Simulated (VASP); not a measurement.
**MgZr2CdO6: single point with PBE**

The system is MgZr2CdO6.

```
Cd Mg Zr O
1.0
     2.57422    4.45867    0.00000
    -2.57422    4.45867    0.00000
     0.00000   -2.97245    5.61906
Cd Mg Zr O
1 1 2 6
Cartesian
  0.0000 0.0000 0.0000
  0.0000 2.9724 2.8095
  0.0000 0.0000 4.1047
  0.0000 5.9449 1.5143
  -0.0113 4.3258 4.7015
  -1.1664 2.2860 4.7015
  1.1777 2.3056 4.7015
  0.0113 1.6191 0.9176
  1.1664 3.6589 0.9176
  -1.1777 3.6393 0.9176
```

```yaml
Program: VASP 6.6.1
Task: single point
Functional: PBE
Potentials_or_basis: VASP PAW PBE potentials, release 64 (Cd, Mg, Zr_sv, O)
Cutoff: 520 eV
k_mesh: 4 × 4 × 4
Occupations: fermi-dirac, width 0.1 eV
Spin: no spin polarisation
```

| Property | Result |
| --- | --- |
| Largest force | 6.043 eV/Å |

Forces in eV/Å, atoms in the order of the input:
```
Cd   0.000  0.000  0.000
Mg   0.000  0.000  0.000
Zr   0.000  0.000  3.955
Zr   0.000  0.000 -3.955
O   -0.105 -3.845 -4.660
O    3.383  1.831 -4.660
O   -3.277  2.014 -4.660
O    0.105  3.845  4.660
O   -3.383 -1.831  4.660
O    3.277 -2.014  4.660
```

Levels at points of the mesh, in eV from the Fermi level:
| k point | band 35 | band 36 | band 37 | band 38 | band 39 | band 40 | band 41 | band 42 |
| --- | --- | --- | --- | --- | --- | --- | --- | --- |
| (0.00, 0.00, 0.00) | -1.54 | -1.21 | -0.36 | -0.36 | 0.15 | 0.15 | 0.70 | 0.70 |
| (0.50, 0.00, 0.00) | -1.97 | -1.14 | -0.61 | -0.53 | 0.41 | 0.76 | 0.96 | 1.27 |
| (0.50, 0.50, 0.00) | -1.93 | -1.72 | -0.08 | 0.33 | 0.39 | 0.63 | 0.99 | 1.52 |
| (0.00, 0.00, 0.50) | -1.57 | 0.30 | 0.30 | 0.59 | 0.59 | 0.62 | 1.02 | 1.02 |

Run time: 2.2 min on 1 thread of Intel(R) Xeon(R) Platinum 8259CL CPU @ 2.50GHz (Skylake/Cascade Lake), on a shared host, peak memory 0.3 GiB.

Caveat: the k points lie up to 0.36 Å⁻¹ apart, too coarse for converged energies and pressures of a metal; the cell carries a net charge on a neutralising background, which shifts energy and pressure; the cell is charged against a uniform background, so pressure and absolute levels hang on convention; an odd number of electrons without spin polarisation forces a metal; a magnetic or distorted state may lie lower.
